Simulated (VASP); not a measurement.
Write the native input for VASP 6.6.1 that does the following.

```yaml
Task: single point
Functional: PBE
Potentials_or_basis: VASP PAW PBE potentials, release 64 (Mg_sv, Cd_sv_GW, S)
Cutoff: 840 eV
k_mesh: 6 × 6 × 2
Occupations: gaussian, width 0.1 eV
Spin: no spin polarisation
Dipole_correction: no
Further_INCAR_settings: ALGO = Normal; EDIFF = 1e-06; NBANDS = 40
```

The structure of Mg3CdS2 lies in POSCAR:

```
Mg3CdS2
1.0
    4.4705156700      0.0000000000      0.0000000000
   -2.2352578300      3.8715801400      0.0000000000
    0.0000000000      0.0000000000      8.7360987500
Mg Cd S
3 1 2
Direct
    0.3333333300      0.6666666700      0.5000000000
    0.6666666700      0.3333333300      0.5000000000
    0.0000000000      0.0000000000      0.0000000000
    0.0000000000      0.0000000000      0.5000000000
    0.0000000000      0.0000000000      0.2412058100
    0.0000000000      0.0000000000      0.7587941900
```

The cell was generated, and may not be a known phase.

These files were run (other wordings do the same):

INCAR

```
SYSTEM = Mg3CdS2
PREC = Accurate ; ENCUT = 840
EDIFF = 1E-6 ; ISMEAR = 0
SIGMA = 0.1 ; LREAL = .FALSE.
LASPH = .TRUE. ; NELM = 120
ALGO = Normal ; ISIF = 2
LWAVE = .FALSE. ; LCHARG = .FALSE.
GGA = PE ; NBANDS = 40
GGA_COMPAT = .FALSE.
```

KPOINTS

```
regular mesh
0
G
  6 6 2
  0 0 0
```

Potentials or basis: VASP PAW PBE potentials, release 64 (Mg_sv, Cd_sv_GW, S).

Command:

```sh
$ cat potpaw_PBE.64/Mg_sv/POTCAR potpaw_PBE.64/Cd_sv_GW/POTCAR potpaw_PBE.64/S/POTCAR > POTCAR
$ mpirun -np 1 vasp_std > vasp.out
```

It gave:

- Pressure: 19.2 GPa
- Largest force: 0.935 eV/Å
- Band gap on the k mesh: zero (bands 31 and 32 overlap by 1.58 eV)

Caveat: the stress differs along the axes, from 16 to 26 GPa.

Wall time 4.3 min on 1 thread of Intel(R) Xeon(R) Platinum 8124M CPU @ 3.00GHz (Skylake/Cascade Lake) (shared host), peak memory 0.48 GiB.
